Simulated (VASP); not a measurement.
Write the native input for VASP 6.6.1 that does the following.

| Property | Result |
| --- | --- |
| Task | single point |
| Functional | r2SCAN |
| Potentials or basis | VASP PAW PBE potentials, release 64 (Sb) |
| Cutoff | 520 eV |
| k mesh | 7 × 7 × 7 |
| Occupations | fermi-dirac, width 0.05 eV |
| Spin | no spin polarisation |
| Dipole correction | no |
| Further INCAR settings | ALGO = Normal; EDIFF = 1e-06; NBANDS = 18 |

The system is Sb.

```xyz
4
Lattice="-4.0030 4.0030 2.0119 4.0030 -4.0030 2.0119 4.0030 4.0030 -2.0119" Properties=species:S:1:pos:R:3 pbc="T T T"
Sb    1.2110    5.2140    0.0000
Sb    2.7920    1.2110    0.0000
Sb    2.7920   -1.2110    2.0119
Sb    1.2110    2.7920    2.0119
```

The input as run:

POSCAR

```
Sb
1.0
   -4.0029627780      4.0029627780      2.0118924237
    4.0029627780     -4.0029627780      2.0118924237
    4.0029627780      4.0029627780     -2.0118924237
Sb
4
Direct
    0.6512630600      0.1512630600      0.8025261200
    0.1512630600      0.3487369400      0.5000000000
    0.3487369400      0.8487369400      0.1974738800
    0.8487369400      0.6512630600      0.5000000000
```

INCAR.step1

```
ALGO = Normal
EDIFF = 1E-4
ENCUT = 520
GGA = PE
ISMEAR = -1
LASPH = T
LCHARG = F
LREAL = F
LWAVE = T
NBANDS = 18
NELM = 100
PREC = Accurate
SIGMA = 0.05
```

INCAR.step2

```
ALGO = Normal
EDIFF = 1E-6
ENCUT = 520
ISIF = 2
ISMEAR = -1
ISTART = 1
LASPH = T
LCHARG = F
LMIXTAU = T
LREAL = F
LWAVE = F
METAGGA = R2SCAN
NBANDS = 18
NELM = 100
PREC = Accurate
SIGMA = 0.05
```

KPOINTS

```
k-points
0
Gamma
  7 7 7
```

Potentials or basis: VASP PAW PBE potentials, release 64 (Sb).

The run is started by

```sh
$ cat potpaw_PBE.64/Sb/POTCAR > POTCAR
$ cp INCAR.step1 INCAR
$ mpirun -np 1 vasp_std > vasp.out
$ cp INCAR.step2 INCAR
$ mpirun -np 1 vasp_std > vasp.out
```

Results of the run:

* Pressure: 1.8 GPa
* Largest force: 0.089 eV/Å
* Band gap on the k mesh: zero (band 10 reaches 6.88 eV, above the bottom of band 11 at 5.17 eV)

Caveat: the PAW data sets were made with another functional, which shifts forces and pressure a little; spin-orbit coupling is left out, which moves the levels of the heavy elements.

It took 5.3 min on 1 thread of Intel(R) Xeon(R) Platinum 8259CL CPU @ 2.50GHz (Skylake/Cascade Lake), with other jobs on the host, peak memory 0.38 GiB.
